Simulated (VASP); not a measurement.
Write the native input for VASP 6.6.1 that does the following.

```
Task                   : electric field gradients
Functional             : PBE
Potentials or basis    : VASP PAW PBE potentials, release 64 (Ti_sv)
Cutoff                 : 400 eV
k mesh                 : 15 × 15 × 15
Occupations            : fermi-dirac, width 0.05 eV
Spin                   : no spin polarisation
Dipole correction      : no
Further INCAR settings : ALGO = Normal; EDIFF = 1e-08; NBANDS = 12
```

The structure of Ti lies in POSCAR:

```
Ti
1.0
    0.0000000000      2.0097000000      2.0300000000
    2.0097000000      0.0000000000      2.0300000000
    2.0097000000      2.0097000000      0.0000000000
Ti
1
Direct
    0.0000000000      0.0000000000      0.0000000000
```

This isn't the form of Ti at room conditions, which is hcp.

This cell differs from its parent crystal: equal xx and yy strain of -1 %.

The input as run:

INCAR

```
PREC = Accurate
ENCUT = 400
EDIFF = 1E-8
ISMEAR = -1
SIGMA = 0.05
LREAL = F
LASPH = T
NELM = 120
ALGO = Normal
ISIF = 2
LWAVE = F
LCHARG = F
GGA = PE
LEFG = T
NBANDS = 12
GGA_COMPAT = F
```

KPOINTS

```
Automatic mesh
0
Gamma
  15 15 15
```

Potentials or basis: VASP PAW PBE potentials, release 64 (Ti_sv).

Run with:

```sh
$ cat potpaw_PBE.64/Ti_sv/POTCAR > POTCAR
$ mpirun -np 1 vasp_std > vasp.out
```

Results of the run:

```
Pressure                                : 5.9 GPa
Band gap on the k mesh                  : zero (bands 6 and 7 overlap by 1.16 eV)
Largest electric field gradient by atom : Ti -0.9 V/Å²
```

Caveat: the cell differs from its parent crystal (equal xx and yy strain of -1 %); the cell stands under pressure; without QUAD_EFG the Cq values of the log hold for a quadrupole moment of 1 mb, not for the nuclei.

Wall time 74 s on 1 thread of Intel Xeon 8259CL (shared host), peak memory 0.15 GiB.
